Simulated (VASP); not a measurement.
A run of VASP 6.6.1 is set up as follows.

The input INCAR:

```
ALGO = Fast
EDIFF = 1E-6
ENCUT = 520
GGA = PS
ISIF = 2
ISMEAR = 0
LASPH = T
LCHARG = F
LREAL = F
LWAVE = F
NBANDS = 39
NELM = 100
PREC = Accurate
SIGMA = 0.15
```

KPOINTS

```
k-points
0
Gamma
  14 14 14
```

The input POSCAR:

```
TiCo2
1.0
    0.0000000000      3.6777280947      2.6001537630
    3.6777280947      0.0000000000      2.6001537630
    3.6777280947      3.6777280947      0.0000000000
Ti Co
2 4
Direct
    0.5000000000      0.5000000000      0.5000000000
    0.7500000000      0.7500000000      0.7500000000
    0.1250000000      0.1250000000      0.1250000000
    0.6250000000      0.1250000000      0.1250000000
    0.1250000000      0.1250000000      0.6250000000
    0.1250000000      0.6250000000      0.1250000000
```

Potentials or basis: VASP PAW PBE potentials, release 64 (Ti_sv, Co).

Launch:

```sh
$ cat potpaw_PBE.64/Ti_sv/POTCAR potpaw_PBE.64/Co/POTCAR > POTCAR
$ mpirun -np 1 vasp_std > vasp.out
```

Question: What does it give for the band gap on the k mesh?

Answer: Zero (band 30 reaches 10.94 eV, above the bottom of band 31 at 10.54 eV).

Question: Predict the pressure.

Answer: 8.8 GPa.

Stress tensor (GPa, compression positive):
```
-2.10  0.00  0.00
 0.00 -2.10  0.00
 0.00  0.00 30.68
```

Caveat: the PAW data sets were made with another functional, which shifts forces and pressure a little. Spin polarisation is off, so any magnetic state and its effect on volume and gap are missing.
